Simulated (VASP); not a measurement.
# ZnO (P6_3mc) in VASP: relaxation of the atoms with r2SCAN

Aim: the relaxation of the atoms of ZnO with r2SCAN.

Program: VASP 6.6.1. These are calculated values, not measurements. Logs are shortened: lines on timing, memory, paths and dates and some standing lists are left out, and cuts for length are marked.

## Step 1: The cell of the first run

Symmetry: P6_3mc, No. 186, hexagonal system. The conventional cell has a = 3.246 Å, b = 3.246 Å, c = 5.159 Å, α = 90.00°, β = 90.00°, γ = 120.00°. Within 2.6 Å of Zn (site symmetry 3m) lie 4 O at 1.97 to 1.98 Å. Within 2.6 Å of O (site symmetry 3m) lie 4 Zn at 1.97 to 1.98 Å.

## Step 2: Relaxation of the atoms, r2SCAN (strained cell)

File POSCAR:

```
ZnO
1.0
    3.2461410657      0.0000000000      0.0000000000
   -1.6230705328      2.8112406272      0.0000000000
    0.0000000000      0.0000000000      5.1592006657
Zn O
2 2
Direct
    0.3333333333      0.6666666667     -0.0007619429
    0.6666666667      0.3333333333      0.4992380571
    0.3333333333      0.6666666667      0.3827619429
    0.6666666667      0.3333333333      0.8827619429
```

File INCAR.step1:

```
  PREC = Accurate
  ENCUT = 580
  ISMEAR = 0
  SIGMA = 0.02
  LREAL = F
  LASPH = T
  NELM = 120
  GGA = PE
  ALGO = Normal
  EDIFF = 1E-5
  LWAVE = T
  LCHARG = F
  GGA_COMPAT = F
  IBRION = 2
  EDIFFG = -0.01
  NELMIN = 4
  NSW = 100
```

File INCAR.step2:

```
  PREC = Accurate
  ENCUT = 580
  EDIFF = 1E-7
  ISMEAR = 0
  SIGMA = 0.02
  LREAL = F
  LASPH = T
  NELM = 120
  ALGO = Normal
  ISIF = 2
  LWAVE = F
  LCHARG = F
  METAGGA = R2SCAN
  LMIXTAU = T
  IBRION = 2
  NSW = 60
  EDIFFG = -0.002
  ISTART = 1
  GGA_COMPAT = F
  NELMIN = 4
```

File KPOINTS:

```
regular mesh
0
Gamma
  9 9 6
```

Potentials or basis: VASP PAW PBE potentials, release 64 (Zn, O).

Run with:

```console
$ cat potpaw_PBE.64/Zn/POTCAR potpaw_PBE.64/O/POTCAR > POTCAR
$ cp INCAR.step1 INCAR
$ mpirun -np 1 vasp_std > vasp.out
$ cp INCAR.step2 INCAR
$ mpirun -np 1 vasp_std > vasp.out
```

OUTCAR:

```text
PREC = Accurate
   ENCUT = 580
   EDIFF = 1E-7
   ISMEAR = 0
   LREAL = F
   LASPH = T
   NELM = 120
   ISIF = 2
   METAGGA = R2SCAN
   IBRION = 2
   NSW = 60
   EDIFFG = -0.002
   ISTART = 1
   NELMIN = 4

 ion  position               nearest neighbor table
   1  0.333  0.667  0.999-   4 1.97   4 1.97   4 1.97   3 1.98
   2  0.667  0.333  0.499-   3 1.97   3 1.97   3 1.97   4 1.98
   3  0.333  0.667  0.383-   2 1.97   2 1.97   2 1.97   1 1.98
   4  0.667  0.333  0.883-   1 1.97   1 1.97   1 1.97   2 1.98

  LATTYP: Found a hexagonal cell.
 ALAT       =     3.2461410657
 C/A-ratio  =     1.5893334767

  Lattice vectors:

 A1 = (   3.2461410657,   0.0000000000,   0.0000000000)
 A2 = (  -1.6230705328,   2.8112406272,   0.0000000000)
 A3 = (   0.0000000000,   0.0000000000,   5.1592006657)

Analysis of symmetry for initial positions (statically):
=====================================================================
 Subroutine PRICEL returns:
 Original cell was already a primitive cell.

 Routine SETGRP: Setting up the symmetry group for a
 hexagonal supercell.

 Subroutine GETGRP returns: Found 12 space group operations
 (whereof  6 operations were pure point group operations)
 out of a pool of 24 trial point group operations.

The static configuration has the point symmetry C_3v.
 The point group associated with its full space group is C_6v.

Analysis of symmetry for dynamics (positions and initial velocities):
=====================================================================
 Subroutine PRICEL returns:
 Original cell was already a primitive cell.

 Routine SETGRP: Setting up the symmetry group for a
 hexagonal supercell.

 Subroutine GETGRP returns: Found 12 space group operations
 (whereof  6 operations were pure point group operations)
 out of a pool of 24 trial point group operations.

The dynamic configuration has the point symmetry C_3v.
 The point group associated with its full space group is C_6v.

 Subroutine INISYM returns: Found 12 space group operations
 (whereof  6 operations are pure point group operations),
 and found     1 'primitive' translations

----------------------------------------------------------------------------------------

                                     Primitive cell

  volume of cell :      47.0812

  direct lattice vectors                    reciprocal lattice vectors
     3.246141066  0.000000000  0.000000000     0.308058085  0.177857418  0.000000000
    -1.623070533  2.811240627  0.000000000     0.000000000  0.355714836  0.000000000
     0.000000000  0.000000000  5.159200666     0.000000000  0.000000000  0.193828476

  length of vectors
     3.246141066  3.246141066  5.159200666     0.355714836  0.355714836  0.193828476

  position of ions in fractional coordinates (direct lattice)
     0.333333333  0.666666667  0.999238057
     0.666666667  0.333333333  0.499238057
     0.333333333  0.666666667  0.382761943
     0.666666667  0.333333333  0.882761943

  ion indices of the primitive-cell ions
   primitive index   ion index
                 1           1
                 2           2
                 3           3
                 4           4

----------------------------------------------------------------------------------------

 KPOINTS: regular mesh

Automatic generation of k-mesh.
 Grid dimensions read from file:
 generate k-points for:    9    9    6

 Generating k-lattice:

  Cartesian coordinates                     Fractional coordinates (reciprocal lattice)
     0.034228676  0.019761935  0.000000000     0.111111111  0.000000000  0.000000000
     0.000000000  0.039523871  0.000000000     0.000000000  0.111111111  0.000000000
     0.000000000  0.000000000  0.032304746     0.000000000  0.000000000  0.166666667

  Length of vectors
     0.039523871  0.039523871  0.032304746

  Shift w.r.t. Gamma in fractional coordinates (k-lattice)
     0.000000000  0.000000000  0.000000000

 Subroutine IBZKPT returns following result:
 ===========================================

 Found     48 irreducible k-points:

 Following reciprocal coordinates:
            Coordinates               Weight
  0.000000  0.000000  0.000000      1.000000
  0.111111  0.000000  0.000000      6.000000
  0.222222  0.000000  0.000000      6.000000
  0.333333  0.000000  0.000000      6.000000
  0.444444  0.000000  0.000000      6.000000
  0.111111  0.111111  0.000000      6.000000
[... 16 lines left out ...]
  0.333333  0.222222  0.166667     24.000000
  0.333333  0.333333  0.166667      4.000000
 [... further k-points ...]
   k-points           NKPTS =     48   k-points in BZ     NKDIM =     48   number of bands    NBANDS=     22
   number of dos      NEDOS =    301   number of ions     NIONS =      4
   total plane-waves  NPLWV =  32928
   dimension x,y,z NGX =    28 NGY =   28 NGZ =   42
   dimension x,y,z NGXF=    56 NGYF=   56 NGZF=   84
   ions per type =               2   2
   NGX,Y,Z   is equivalent  to a cutoff of  14.34, 14.34, 13.53 a.u.
   NGXF,Y,Z  is equivalent  to a cutoff of  28.68, 28.68, 27.07 a.u.
 SYSTEM =  unknown system
   PREC   = accura    normal or accurate (medium, high low for compatibility)
   ISTART =      1    job   : 0-new  1-cont  2-samecut
   ICHARG =      0    charge: 1-file 2-atom 10-const
   ISPIN  =      1    spin polarized calculation?
   LNONCOLLINEAR =      F non collinear calculations
   LSORBIT =      F    spin-orbit coupling
   LASPH  =      T    aspherical Exc in radial PAW
   ENCUT  =  580.0 eV  42.63 Ry    6.53 a.u.   6.37  6.37 10.13*2*pi/ulx,y,z
   NELM   =    120;   NELMIN=  4; NELMDL=  0     # of ELM steps
   EDIFF  = 0.1E-06   stopping-criterion for ELM
   LREAL  =      F    real-space projection
   EDIFFG = -.2E-02   stopping-criterion for IOM
   NSW    =     60    number of steps for IOM
   IBRION =      2    ionic relax: 0-MD 1-quasi-New 2-CG
   NFREE  =      1    steps in history (QN), initial steepest desc. (CG)
   ISIF   =      2    stress and relaxation
   ISYM   =      2    0-nonsym 1-usesym 2-fastsym
   POTIM  = 0.5000    time-step for ionic-motion
   TEBEG  =    0.0;   TEEND  =   0.0 temperature during run
   PSTRESS=    0.0 pullay stress
   NELECT =      36.0000    total number of electrons
   NUPDOWN=      -1.0000    fix difference up-down
   EMIN   =  10.00;   EMAX   =-10.00  energy-range for DOS
   EFERMI =   0.00;   METHOD = LEGACY
   ISMEAR =     0;   SIGMA  =   0.02  broadening in eV -4-tet -1-fermi 0-gaus
   EFERMI_NEDOS =   21; number of points for ismear=-14 and -15
   IALGO  =     38    algorithm
   IMIX   =      4    mixing-type and parameters
     AMIX     =   0.40;   BMIX     =  1.00
     AMIX_MAG =   1.60;   BMIX_MAG =  1.00
  volume/ion in A,a.u.               =      11.77        79.43
  Fermi-wavevector in a.u.,A,eV,Ry     =   1.497016  2.828950 30.491423  2.241056
  Thomas-Fermi vector in A             =   2.608958
   LORBIT       =      0    0 simple, 1 ext, 2 COOP (PROOUT), +10 PAW based schemes
   METAGGA = R2SCAN    functional components
   LHFCALC =     F    Hartree Fock is set to
   AEXX    =    0.0000 exact exchange contribution
   IVDW    =     0    specifies the selected vdW correction
   LEPSILON=     F    determine dielectric tensor
   LRPA    =     F    only Hartree local field effects (RPA)
 conjugate gradient relaxation of ions
 non-spin polarized calculation
 Gauss-broadening in eV      SIGMA  =   0.02
  energy-cutoff  :      580.00
  volume of cell :       47.08
 maximum number of plane-waves:      1512
 NGX is ok and might be reduce to    28
   NGX = 13   NGY = 13   NGZ = 21

--------------------------------------- Ionic step        1  -------------------------------------------

 number of electron      35.9999998 magnetization

 Free energy of the ion-electron system (eV)
  ---------------------------------------------------
  ext. energy  EPLUGINS =         0.00000000
  ---------------------------------------------------
  free energy    TOTEN  =       -36.31732208 eV

  energy without entropy =      -36.31732208  energy(sigma->0) =      -36.31732208

------------------------ aborting loop because EDIFF is reached ----------------------------------------

  FORCE on cell =-STRESS in cart. coord.  units (eV):
  Direction    XX          YY          ZZ          XY          YZ          ZX
  --------------------------------------------------------------------------------------
  -------------------------------------------------------------------------------------
  Total        0.2554588      0.2554588      0.5958836      0.0000000      0.0000000      0.0000000
  in kB        8.6932800      8.6932800     20.2779579      0.0000000      0.0000000      0.0000000
  external PRESSURE =      12.5548393 kB  Pullay stress =       0.0000000 kB

 VOLUME and BASIS-vectors are now :
 -----------------------------------------------------------------------------
  energy-cutoff  :      580.00
  volume of cell :       47.08
      direct lattice vectors                 reciprocal lattice vectors
     3.246141066  0.000000000  0.000000000     0.308058085  0.177857418  0.000000000
    -1.623070533  2.811240627  0.000000000     0.000000000  0.355714836  0.000000000
     0.000000000  0.000000000  5.159200666     0.000000000  0.000000000  0.193828476
[... 39 lines left out ...]
 POSITION                                       TOTAL-FORCE (eV/Angst)
 -----------------------------------------------------------------------------------
     -0.00000      1.87416      5.15572        -0.000000      0.000000      0.003111
      1.62307      0.93708      2.57612         0.000000     -0.000000      0.003111
     -0.00000      1.87416      1.97429        -0.000000      0.000000     -0.003111
      1.62307      0.93708      4.55390         0.000000     -0.000000     -0.003111
 -----------------------------------------------------------------------------------
    total drift:                               -0.000000     -0.000000      0.015022

  FREE ENERGIE OF THE ION-ELECTRON SYSTEM (eV)
  ---------------------------------------------------
  free  energy   TOTEN  =       -36.3173350755 eV

  energy  without entropy=      -36.3173350755  energy(sigma->0) =      -36.31733508

--------------------------------------- Ionic step        3  -------------------------------------------

 number of electron      35.9999998 magnetization

 Free energy of the ion-electron system (eV)
  ---------------------------------------------------
  ext. energy  EPLUGINS =         0.00000000
  ---------------------------------------------------
  free energy    TOTEN  =       -36.31733640 eV

  energy without entropy =      -36.31733640  energy(sigma->0) =      -36.31733640

 E-fermi :   1.0698     XC(G=0): -11.7249

 val. band max:        0.9411474364   @ k =   0.0000   0.0000   0.0000
 cond. band min:       2.1962745357   @ k =   0.0000   0.0000   0.0000
 fundamental gap:      1.2551270993
 Fermi energy:         1.0698270448

 k-point     1 :       0.0000    0.0000    0.0000
  band No.  band energies     occupation
      1     -18.2238      2.00000
      2     -17.5047      2.00000
      3      -4.9346      2.00000
      4      -4.9346      2.00000
      5      -4.8265      2.00000
      6      -4.7799      2.00000
[... 14 lines left out ...]
     21       9.9027      0.00000
     22      14.5629      0.00000
[... 552 lines left out ...]
  band No.  band energies     occupation
      1     -17.3985      2.00000
      2     -17.3985      2.00000
      3      -4.8948      2.00000
      4      -4.6473      2.00000
      5      -4.6473      2.00000
      6      -4.2876      2.00000
[... 14 lines left out ...]
     21       9.4294      0.00000
     22       9.5959      0.00000

 [... further k-points ...]

------------------------ aborting loop because EDIFF is reached ----------------------------------------

  FORCE on cell =-STRESS in cart. coord.  units (eV):
  Direction    XX          YY          ZZ          XY          YZ          ZX
  --------------------------------------------------------------------------------------
  -------------------------------------------------------------------------------------
  Total        0.2441573      0.2441573      0.6181027      0.0000000     -0.0000000      0.0000000
  in kB        8.3086886      8.3086886     21.0340732      0.0000000     -0.0000000      0.0000000
  external PRESSURE =      12.5504835 kB  Pullay stress =       0.0000000 kB

 VOLUME and BASIS-vectors are now :
 -----------------------------------------------------------------------------
  energy-cutoff  :      580.00
  volume of cell :       47.08
      direct lattice vectors                 reciprocal lattice vectors
     3.246141066  0.000000000  0.000000000     0.308058085  0.177857418  0.000000000
    -1.623070533  2.811240627  0.000000000     0.000000000  0.355714836  0.000000000
     0.000000000  0.000000000  5.159200666     0.000000000  0.000000000  0.193828476

 POSITION                                       TOTAL-FORCE (eV/Angst)
 -----------------------------------------------------------------------------------
     -0.00000      1.87416      5.15582         0.000000     -0.000000      0.001702
      1.62307      0.93708      2.57622        -0.000000      0.000000      0.001702
     -0.00000      1.87416      1.97419        -0.000000      0.000000     -0.001702
      1.62307      0.93708      4.55379         0.000000     -0.000000     -0.001702
 -----------------------------------------------------------------------------------
    total drift:                               -0.000000     -0.000000      0.014584

  FREE ENERGIE OF THE ION-ELECTRON SYSTEM (eV)
  ---------------------------------------------------
  free  energy   TOTEN  =       -36.3173364015 eV

  energy  without entropy=      -36.3173364015  energy(sigma->0) =      -36.31733640

 reached required accuracy - stopping structural energy minimisation
```

Run time: 11 min. Hardware: 1 thread of Intel Xeon 8259CL, shared host; peak memory 0.22 GiB.

Results:

* Free energy: -36.3173 eV
* Energy gained by relaxing: 0.0 meV/atom
* Ionic steps: 3
* Pressure after relaxing: 1.3 GPa
* Band gap on the k mesh: 1.26 eV

Stress tensor (GPa, compression positive):
```
0.83 0.00 0.00
0.00 0.83 0.00
0.00 0.00 2.10
```

Final structure:
```
CELL_PARAMETERS angstrom
3.24614 0.00000 0.00000
-1.62307 2.81124 0.00000
0.00000 0.00000 5.15920
ATOMIC_POSITIONS crystal
Zn 0.33333 0.66667 0.99935
Zn 0.66667 0.33333 0.49935
O 0.33333 0.66667 0.38265
O 0.66667 0.33333 0.88265
```

Levels at points of the mesh, in eV from the valence-band top:
```csv
k point,band 14,band 15,band 16,band 17,band 18,band 19,band 20,band 21,band 22
"(0.00, 0.00, 0.00)",-0.82,-0.82,-0.10,0.00,0.00,1.26,5.83,8.96,13.62
"(0.00, 0.00, 0.50)",-2.21,-0.40,-0.40,-0.40,-0.40,3.97,3.97,10.92,10.92
```

Caveat: the cell differs from its parent crystal (strained cell); the PAW data sets were made with another functional, which shifts forces and pressure a little.
